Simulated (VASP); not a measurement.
Set up this calculation in VASP 6.6.1, as the native input.

- Task: single point
- Functional: PBE
- Potentials or basis: VASP PAW PBE potentials, release 64 (Te, I, Br)
- Cutoff: 520 eV
- k mesh: 4 × 4 × 4
- Occupations: methfessel-paxton, width 0.0842 eV
- Spin: no spin polarisation
- Dipole correction: no
- Further INCAR settings: ALGO = Normal; EDIFF = 1e-07; NBANDS = 35

The structure of Te6IBr lies in POSCAR:

```
Te6IBr
1.0
    6.5875800000      0.0000000000      0.0000000000
   -0.7458450000      6.5452210000      0.0000000000
   -0.7458450000     -0.8356660000      6.4916590000
Te I Br
6 1 1
Direct
    0.0778000000      0.8089000000      0.7042000000
    0.7042000000      0.0778000000      0.8089000000
    0.8089000000      0.7042000000      0.0778000000
    0.9222000000      0.1911000000      0.2958000000
    0.2958000000      0.9222000000      0.1911000000
    0.1911000000      0.2958000000      0.9222000000
    0.5000000000      0.5000000000      0.5000000000
    0.0000000000      0.0000000000      0.0000000000
```

The input as run:

INCAR

```
SYSTEM = Te6IBr
PREC = Accurate
ENCUT = 520
EDIFF = 1E-7
ISMEAR = 1
SIGMA = 0.0842
LREAL = .False.
LASPH = .True.
NELM = 80
ALGO = Normal
ISIF = 2
LWAVE = .False.
LCHARG = .False.
GGA = PE
NBANDS = 35
```

KPOINTS

```
Automatic mesh
0
Gamma
  4 4 4
  0 0 0
```

Potentials or basis: VASP PAW PBE potentials, release 64 (Te, I, Br).

Launch:

```sh
$ cat potpaw_PBE.64/Te/POTCAR potpaw_PBE.64/I/POTCAR potpaw_PBE.64/Br/POTCAR > POTCAR
$ mpirun -np 1 vasp_std > vasp.out
```

It gave:

```yaml
Pressure: 14.1 GPa
Largest_force: 5.691 eV/Å
Band_gap_on_the_k_mesh: zero (bands 25 and 26 overlap by 0.37 eV)
```

Caveat: the cell stands under pressure; spin-orbit coupling is left out, which moves the levels of the heavy elements; forces of over 1 eV/Å act on the atoms, so gaps and moduli don't describe the material at rest.

Run time: 2.5 min on 1 thread of Intel(R) Xeon(R) Platinum 8259CL CPU @ 2.50GHz (Skylake/Cascade Lake) (shared host), peak memory 0.41 GiB.
